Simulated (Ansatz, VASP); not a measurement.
## I in VASP and in Ansatz

INCAR

```
ALGO = Normal ; EDIFF = 1E-7
EDIFFG = -0.01 ; ENCUT = 600
GGA = PE ; IBRION = 2
ISIF = 3 ; ISMEAR = 0
LASPH = T ; LCHARG = F
LREAL = F ; LWAVE = F
NELM = 100 ; NSW = 100
PREC = Accurate ; SIGMA = 0.1
```

KPOINTS

```
k-points
0
Gamma
  9 9 12
```

The input POSCAR:

```
I
1.0
    6.6507048369      0.0000000000      0.0000000000
   -3.3253524184      5.7596793418      0.0000000000
    0.0000000000      0.0000000000      4.0771712261
I
3
Direct
    0.0000000000      0.0000000000      0.0000000000
    0.3333333333      0.6666666667      0.5000000000
    0.6666666667      0.3333333333      0.5000000000
```

Input for Ansatz:

```yaml
crystal:
  lattice:
    - [6.6507048369, 0.0, 0.0]
    - [-3.3253524184, 5.7596793418, 0.0]
    - [0.0, 0.0, 4.0771712261]
  atoms:
    - { symbol: I, position: [0.0, 0.0, 0.0] }
    - { symbol: I, position: [0.3333333333, 0.6666666667, 0.5] }
    - { symbol: I, position: [0.6666666667, 0.3333333333, 0.5] }
basis:
  ecutwfc: 420
kpoints:
  mp_grid: { grid: [9, 9, 12] }
hamiltonian:
  xc: pbe
scf:
  occupations: { method: gaussian, width: 0.1 }
output:
  forces: true
  stress: true
  eigenvalues: true
relax:
  adjacent_minimum: "off"
  f_tol: 0.01
  max_steps: 80
  cell: { stress_tol: 0.05 }
```

Alike in both runs: task relaxation of cell and atoms; functional PBE; k mesh 9 × 9 × 12; occupations gaussian, width 0.1 eV; no spin polarisation.

|  | VASP | Ansatz |
| --- | --- | --- |
| version | VASP 6.6.1 | Ansatz 0.2.0 |
| potentials or method | VASP PAW PBE potentials, release 64 (I), cutoff 600 eV | scalar-relativistic, plane waves, PAW |
| valence electrons in the cell | 21 | 51 |

|  | VASP | Ansatz | Ansatz less VASP |
| --- | --- | --- | --- |
| gap on the k mesh at the Fermi level, each at its own relaxed structure (eV) | none | none | - |
| relaxed volume (Å³/atom) | 52.71 | 52.82 | +0.112 |
| relaxed cell length with the largest relative difference (Å) | 2.926 | 2.928 | +0.0027 |

A gap of «none» marks a metal or a gap that the smearing closes. VASP's potentials hold 21 valence electrons a cell and Ansatz's 51, so a difference there can come from the potentials and not from the codes.

Spin-orbit coupling is off throughout.
